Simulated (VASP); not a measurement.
# Te (P3_121) in VASP: further runs

The runs below take Te through single point, with PBEsol.

Program: VASP 6.6.1. These are calculated values, not measurements. Logs are shortened: lines on timing, memory, paths and dates and some standing lists are left out, and cuts for length are marked.

## Step 1: The cell of the first run

Symmetry: P3_121, No. 152, trigonal system. The conventional cell has a = 4.336 Å, b = 4.336 Å, c = 5.932 Å, α = 90.00°, β = 90.00°, γ = 120.00°. Te (site symmetry 2) has 6 Te at 2.90 to 3.36 Å within 3.8 Å.

## Step 2: Single point, PBEsol

The input, INCAR:

```
PREC = Accurate
ENCUT = 520
EDIFF = 1E-6
ISMEAR = -1
SIGMA = 0.05
LREAL = F
LASPH = T
NELM = 100
ALGO = Normal
ISIF = 2
LWAVE = F
LCHARG = F
GGA = PS
NBANDS = 16
```

The input, KPOINTS:

```
regular mesh
0
Gamma
  5 5 3
```

The input, POSCAR:

```
Te
1.0
    4.3358101253      0.0000000000      0.0000000000
   -2.1679050627      3.7549217145      0.0000000000
    0.0000000000      0.0000000000      5.9320023022
Te
3
Direct
    0.2833121363      0.0000000000      0.3333333333
    0.0000000000      0.2833121363      0.6666666667
    0.7166878637      0.7166878637      1.0000000000
```

Potentials or basis: VASP PAW PBE potentials, release 64 (Te).

Command:

```
cat potpaw_PBE.64/Te/POTCAR > POTCAR
mpirun -np 1 vasp_std > vasp.out
```

OUTCAR:

```text
PREC = Accurate
   ENCUT = 520
   EDIFF = 1E-6
   ISMEAR = -1
   LREAL = F
   LASPH = T
   NELM = 100
   ISIF = 2
   GGA = PS

 ion  position               nearest neighbor table
   1  0.283  0.000  0.333-   3 2.90   2 2.90   3 3.36   3 3.36   2 3.36   2 3.36
   2  0.000  0.283  0.667-   3 2.90   1 2.90   3 3.36   3 3.36   1 3.36   1 3.36
   3  0.717  0.717  0.000-   1 2.90   2 2.90   2 3.36   1 3.36   1 3.36   2 3.36

  LATTYP: Found a hexagonal cell.
 ALAT       =     4.3358101253
 C/A-ratio  =     1.3681416231

  Lattice vectors:

 A1 = (   4.3358101253,   0.0000000000,   0.0000000000)
 A2 = (  -2.1679050627,   3.7549217145,   0.0000000000)
 A3 = (   0.0000000000,   0.0000000000,   5.9320023022)

Analysis of symmetry for initial positions (statically):
=====================================================================
 Subroutine PRICEL returns:
 Original cell was already a primitive cell.

 Routine SETGRP: Setting up the symmetry group for a
 hexagonal supercell.

 Subroutine GETGRP returns: Found  6 space group operations
 (whereof  2 operations were pure point group operations)
 out of a pool of 24 trial point group operations.

The static configuration has the point symmetry C_2 .
 The point group associated with its full space group is D_3 .

Analysis of symmetry for dynamics (positions and initial velocities):
=====================================================================
 Subroutine PRICEL returns:
 Original cell was already a primitive cell.

 Routine SETGRP: Setting up the symmetry group for a
 hexagonal supercell.

 Subroutine GETGRP returns: Found  6 space group operations
 (whereof  2 operations were pure point group operations)
 out of a pool of 24 trial point group operations.

The dynamic configuration has the point symmetry C_2 .
 The point group associated with its full space group is D_3 .

 Subroutine INISYM returns: Found  6 space group operations
 (whereof  2 operations are pure point group operations),
 and found     1 'primitive' translations

----------------------------------------------------------------------------------------

                                     Primitive cell

  volume of cell :      96.5767

  direct lattice vectors                    reciprocal lattice vectors
     4.335810125  0.000000000  0.000000000     0.230637406  0.133158568  0.000000000
    -2.167905063  3.754921715  0.000000000     0.000000000  0.266317137  0.000000000
     0.000000000  0.000000000  5.932002302     0.000000000  0.000000000  0.168577143

  length of vectors
     4.335810125  4.335810125  5.932002302     0.266317137  0.266317137  0.168577143

  position of ions in fractional coordinates (direct lattice)
     0.283312136  0.000000000  0.333333333
     0.000000000  0.283312136  0.666666667
     0.716687864  0.716687864  0.000000000

  ion indices of the primitive-cell ions
   primitive index   ion index
                 1           1
                 2           2
                 3           3

----------------------------------------------------------------------------------------

 KPOINTS: regular mesh

Automatic generation of k-mesh.
 Grid dimensions read from file:
 generate k-points for:    5    5    3

 Generating k-lattice:

  Cartesian coordinates                     Fractional coordinates (reciprocal lattice)
     0.046127481  0.026631714  0.000000000     0.200000000  0.000000000  0.000000000
     0.000000000  0.053263427  0.000000000     0.000000000  0.200000000  0.000000000
     0.000000000  0.000000000  0.056192381     0.000000000  0.000000000  0.333333333

  Length of vectors
     0.053263427  0.053263427  0.056192381

  Shift w.r.t. Gamma in fractional coordinates (k-lattice)
     0.000000000  0.000000000  0.000000000

 Subroutine IBZKPT returns following result:
 ===========================================

 Found     12 irreducible k-points:

 Following reciprocal coordinates:
            Coordinates               Weight
  0.000000  0.000000  0.000000      1.000000
  0.200000 -0.000000  0.000000      6.000000
  0.400000  0.000000  0.000000      6.000000
  0.200000  0.200000  0.000000      6.000000
  0.400000  0.200000  0.000000      6.000000
  0.000000  0.000000  0.333333      2.000000
  0.200000 -0.000000  0.333333      6.000000
  0.000000  0.200000  0.333333      6.000000
  0.400000  0.000000  0.333333      6.000000
  0.000000  0.400000  0.333333      6.000000
  0.200000  0.200000  0.333333     12.000000
  0.400000  0.200000  0.333333     12.000000
   k-points           NKPTS =     12   k-points in BZ     NKDIM =     12   number of bands    NBANDS=     16
   number of dos      NEDOS =    301   number of ions     NIONS =      3
   total plane-waves  NPLWV =  49152
   dimension x,y,z NGX =    32 NGY =   32 NGZ =   48
   dimension x,y,z NGXF=    64 NGYF=   64 NGZF=   96
   ions per type =               3
   NGX,Y,Z   is equivalent  to a cutoff of  12.27, 12.27, 13.45 a.u.
   NGXF,Y,Z  is equivalent  to a cutoff of  24.54, 24.54, 26.90 a.u.
 SYSTEM =  unknown system
   PREC   = accura    normal or accurate (medium, high low for compatibility)
   ISTART =      0    job   : 0-new  1-cont  2-samecut
   ICHARG =      2    charge: 1-file 2-atom 10-const
   ISPIN  =      1    spin polarized calculation?
   LNONCOLLINEAR =      F non collinear calculations
   LSORBIT =      F    spin-orbit coupling
   LASPH  =      T    aspherical Exc in radial PAW
   ENCUT  =  520.0 eV  38.22 Ry    6.18 a.u.   8.06  8.06 11.03*2*pi/ulx,y,z
   NELM   =    100;   NELMIN=  2; NELMDL= -5     # of ELM steps
   EDIFF  = 0.1E-05   stopping-criterion for ELM
   LREAL  =      F    real-space projection
   EDIFFG = 0.1E-04   stopping-criterion for IOM
   NSW    =      0    number of steps for IOM
   IBRION =     -1    ionic relax: 0-MD 1-quasi-New 2-CG
   NFREE  =      0    steps in history (QN), initial steepest desc. (CG)
   ISIF   =      2    stress and relaxation
   ISYM   =      2    0-nonsym 1-usesym 2-fastsym
   POTIM  = 0.5000    time-step for ionic-motion
   TEBEG  =    0.0;   TEEND  =   0.0 temperature during run
   PSTRESS=    0.0 pullay stress
   NELECT =      18.0000    total number of electrons
   NUPDOWN=      -1.0000    fix difference up-down
   EMIN   =  10.00;   EMAX   =-10.00  energy-range for DOS
   EFERMI =   0.00;   METHOD = LEGACY
   ISMEAR =    -1;   SIGMA  =   0.05  broadening in eV -4-tet -1-fermi 0-gaus
   EFERMI_NEDOS =   21; number of points for ismear=-14 and -15
   IALGO  =     38    algorithm
   IMIX   =      4    mixing-type and parameters
     AMIX     =   0.40;   BMIX     =  1.00
     AMIX_MAG =   1.60;   BMIX_MAG =  1.00
  volume/ion in A,a.u.               =      32.19       217.24
  Fermi-wavevector in a.u.,A,eV,Ry     =   0.935136  1.767151 11.898018  0.874480
  Thomas-Fermi vector in A             =   2.062013
   LORBIT       =      0    0 simple, 1 ext, 2 COOP (PROOUT), +10 PAW based schemes
   GGA     = PS    functional components
   LHFCALC =     F    Hartree Fock is set to
   AEXX    =    0.0000 exact exchange contribution
   IVDW    =     0    specifies the selected vdW correction
   LEPSILON=     F    determine dielectric tensor
   LRPA    =     F    only Hartree local field effects (RPA)
 non-spin polarized calculation
  energy-cutoff  :      520.00
  volume of cell :       96.58
 maximum number of plane-waves:      2617
   NGX = 17   NGY = 17   NGZ = 23

 number of electron      17.9999997 magnetization

 Free energy of the ion-electron system (eV)
  ---------------------------------------------------
  ext. energy  EPLUGINS =         0.00000000
  ---------------------------------------------------
  free energy    TOTEN  =       -10.57196432 eV

  energy without entropy =      -10.57185535  energy(sigma->0) =      -10.57190984

 E-fermi :   6.5549     XC(G=0):  -9.4779

 val. band max:        6.1638981999   @ k =   0.4000   0.2000   0.3333
 cond. band min:       6.8684738889   @ k =   0.0000   0.0000   0.3333
 fundamental gap:      0.7045756889
 Fermi energy:         6.5548851224

 k-point     1 :       0.0000    0.0000    0.0000
  band No.  band energies     occupation
      1      -7.3927      2.00000
      2      -3.9936      2.00000
      3      -3.9936      2.00000
      4       3.5186      2.00000
      5       3.8809      2.00000
      6       3.8809      2.00000
[... 8 lines left out ...]
     15      12.5990      0.00000
     16      12.5991      0.00000

 k-point     2 :       0.2000   -0.0000    0.0000
  band No.  band energies     occupation
      1      -7.0815      2.00000
      2      -4.0739      2.00000
      3      -3.8961      2.00000
      4       1.9421      2.00000
      5       2.7393      2.00000
      6       3.1629      2.00000
[... 8 lines left out ...]
     15      12.6216      0.00000
     16      13.3330      0.00000

 k-point     3 :       0.4000    0.0000    0.0000
  band No.  band energies     occupation
      1      -6.2938      2.00000
      2      -4.6488      2.00000
      3      -3.7038      2.00000
      4       1.3683      2.00000
      5       1.8709      2.00000
      6       2.5544      2.00000
[... 8 lines left out ...]
     15      14.3433      0.00000
     16      15.0435      0.00000

 k-point     4 :       0.2000    0.2000    0.0000
  band No.  band energies     occupation
      1      -6.5164      2.00000
      2      -4.2683      2.00000
      3      -3.9455      2.00000
      4       1.5199      2.00000
      5       1.6587      2.00000
      6       3.3080      2.00000
[... 8 lines left out ...]
     15      13.5959      0.00000
     16      15.0320      0.00000

 k-point     5 :       0.4000    0.2000    0.0000
  band No.  band energies     occupation
      1      -5.9004      2.00000
      2      -4.7088      2.00000
      3      -4.0262      2.00000
      4       1.6715      2.00000
      5       1.8729      2.00000
      6       2.7681      2.00000
[... 8 lines left out ...]
     15      13.3292      0.00000
     16      15.2117      0.00000

 k-point     6 :       0.0000    0.0000    0.3333
  band No.  band energies     occupation
      1      -6.9861      2.00000
      2      -5.8023      2.00000
      3      -2.1111      2.00000
      4       2.7525      2.00000
      5       3.6798      2.00000
      6       3.9417      2.00000
[... 8 lines left out ...]
     15      11.8030      0.00000
     16      13.2943      0.00000

 k-point     7 :       0.2000   -0.0000    0.3333
  band No.  band energies     occupation
      1      -6.7012      2.00000
      2      -5.5624      2.00000
      3      -2.6307      2.00000
      4       2.4468      2.00000
      5       3.2097      2.00000
      6       3.7005      2.00000
[... 8 lines left out ...]
     15      11.9918      0.00000
     16      12.3284      0.00000

 k-point     8 :       0.0000    0.2000    0.3333
  band No.  band energies     occupation
      1      -6.6864      2.00000
      2      -5.6060      2.00000
      3      -2.5151      2.00000
      4       2.0915      2.00000
      5       2.4495      2.00000
      6       3.3899      2.00000
[... 8 lines left out ...]
     15      12.6843      0.00000
     16      13.3091      0.00000

 k-point     9 :       0.4000    0.0000    0.3333
  band No.  band energies     occupation
      1      -6.0439      2.00000
      2      -5.0140      2.00000
      3      -3.7599      2.00000
      4       1.1324      2.00000
      5       2.4422      2.00000
      6       2.9194      2.00000
[... 8 lines left out ...]
     15      13.7846      0.00000
     16      14.2845      0.00000

 k-point    10 :       0.0000    0.4000    0.3333
  band No.  band energies     occupation
      1      -5.9479      2.00000
      2      -5.2870      2.00000
      3      -3.4402      2.00000
      4       0.6452      2.00000
      5       2.1080      2.00000
      6       2.8903      2.00000
[... 8 lines left out ...]
     15      14.5318      0.00000
     16      14.7888      0.00000

 k-point    11 :       0.2000    0.2000    0.3333
  band No.  band energies     occupation
      1      -6.1782      2.00000
      2      -5.2510      2.00000
      3      -3.3171      2.00000
      4       1.3523      2.00000
      5       2.0541      2.00000
      6       2.6673      2.00000
[... 8 lines left out ...]
     15      12.4489      0.00000
     16      14.0710      0.00000

 k-point    12 :       0.4000    0.2000    0.3333
  band No.  band energies     occupation
      1      -5.6632      2.00000
      2      -5.0136      2.00000
      3      -3.9548      2.00000
      4       0.8471      2.00000
      5       1.4142      2.00000
      6       2.1538      2.00000
[... 8 lines left out ...]
     15      13.5865      0.00000
     16      13.8355      0.00000

------------------------ aborting loop because EDIFF is reached ----------------------------------------

  FORCE on cell =-STRESS in cart. coord.  units (eV):
  Direction    XX          YY          ZZ          XY          YZ          ZX
  --------------------------------------------------------------------------------------
  -------------------------------------------------------------------------------------
  Total        0.0300764      0.0300764      0.0639081     -0.0000000      0.0000000     -0.0000000
  in kB        0.4989573      0.4989573      1.0602158     -0.0000000      0.0000000     -0.0000000
  external PRESSURE =       0.6860435 kB  Pullay stress =       0.0000000 kB

 VOLUME and BASIS-vectors are now :
 -----------------------------------------------------------------------------
  energy-cutoff  :      520.00
  volume of cell :       96.58
      direct lattice vectors                 reciprocal lattice vectors
     4.335810125  0.000000000  0.000000000     0.230637406  0.133158568  0.000000000
    -2.167905063  3.754921715  0.000000000     0.000000000  0.266317137  0.000000000
     0.000000000  0.000000000  5.932002302     0.000000000  0.000000000  0.168577143

 POSITION                                       TOTAL-FORCE (eV/Angst)
 -----------------------------------------------------------------------------------
      1.22839      0.00000      1.97733         0.015877      0.000000     -0.000000
     -0.61419      1.06381      3.95467        -0.007939      0.013750      0.000000
      1.55371      2.69111      0.00000        -0.007939     -0.013750      0.000000
 -----------------------------------------------------------------------------------
    total drift:                                0.000000     -0.000000      0.000000

  FREE ENERGIE OF THE ION-ELECTRON SYSTEM (eV)
  ---------------------------------------------------
  free  energy   TOTEN  =       -10.5719643191 eV

  energy  without entropy=      -10.5718553541  energy(sigma->0) =      -10.57190984
```

Wall time 18 s (1 thread of Intel Xeon Platinum 8259CL at 2.50GHz (Skylake/Cascade Lake), shared host); peak memory 0.2 GiB.

Results:

- Free energy: -10.5720 eV
- Pressure: 0.1 GPa
- Largest force: 0.016 eV/Å
- Band gap on the k mesh: 0.70 eV, indirect (least direct gap 0.97 eV)

Forces in eV/Å, atoms in the order of the input:
```
Te   0.016  0.000  0.000
Te  -0.008  0.014  0.000
Te  -0.008 -0.014  0.000
```

Levels at points of the mesh, in eV from the valence-band top:
```csv
k point,band 5,band 6,band 7,band 8,band 9,band 10,band 11,band 12,band 13,band 14
"(0.00, 0.00, 0.00)",-2.28,-2.28,-1.45,-1.45,-0.79,1.34,1.34,1.99,5.16,5.16
```

Caveat: the PAW data sets were made with another functional, which shifts forces and pressure a little; spin-orbit coupling is left out, which moves the levels of the heavy elements.

## Step 3: Single point, PBEsol (volume scaled by 0.88)

The input, INCAR:

```
SYSTEM = Te
ALGO = Normal ; EDIFF = 1E-7
ENCUT = 520 ; GGA = PS
ISIF = 2 ; ISMEAR = -1
LASPH = .True. ; LCHARG = .False.
LREAL = .False. ; LWAVE = .False.
NBANDS = 16 ; NELM = 80
PREC = Accurate ; SIGMA = 0.05
```

The input, KPOINTS:

```
k-points
0
Gamma
  8 8 5
  0 0 0
```

The input, POSCAR:

```
Te
1.0
    4.1549373462      0.0000000000      0.0000000000
   -2.0774686731      3.5982812929      0.0000000000
    0.0000000000      0.0000000000      5.6845427246
Te
3
Direct
    0.2833121363      0.0000000000      0.3333333333
    0.0000000000      0.2833121363      0.6666666667
    0.7166878637      0.7166878637      1.0000000000
```

Potentials or basis: VASP PAW PBE potentials, release 64 (Te).

Command:

```
cat potpaw_PBE.64/Te/POTCAR > POTCAR
mpirun -np 1 vasp_std > vasp.out
```

It took 42 s on 1 thread of Intel Xeon Platinum 8259CL at 2.50GHz (Skylake/Cascade Lake), shared host; peak memory 0.21 GiB.

Results (log left out):

| Property | Result |
| --- | --- |
| Free energy | -10.2778 eV |
| Pressure | 9.4 GPa |
| Largest force | 0.604 eV/Å |
| Band gap on the k mesh | 0.39 eV, indirect (least direct gap 0.72 eV) |

Forces in eV/Å, atoms in the order of the input:
```
Te   0.604  0.000  0.000
Te  -0.302  0.523  0.000
Te  -0.302 -0.523  0.000
```

Stress tensor (GPa, compression positive):
```
 8.09  0.00  0.00
 0.00  8.09  0.00
 0.00  0.00 12.15
```

Levels at points of the mesh, in eV from the valence-band top:
```
           k point  band 6  band 7  band 8  band 9  band 10  band 11  band 12  band 13
(0.00, 0.00, 0.00)   -2.66   -1.85   -1.85   -1.23     1.29     1.29     1.94     4.71
(0.50, 0.00, 0.00)   -4.52   -4.40   -0.93   -0.68     0.76     0.81     2.02     4.77
```

Caveat: the PAW data sets were made with another functional, which shifts forces and pressure a little; spin-orbit coupling is left out, which moves the levels of the heavy elements. A k mesh can miss the band edges.
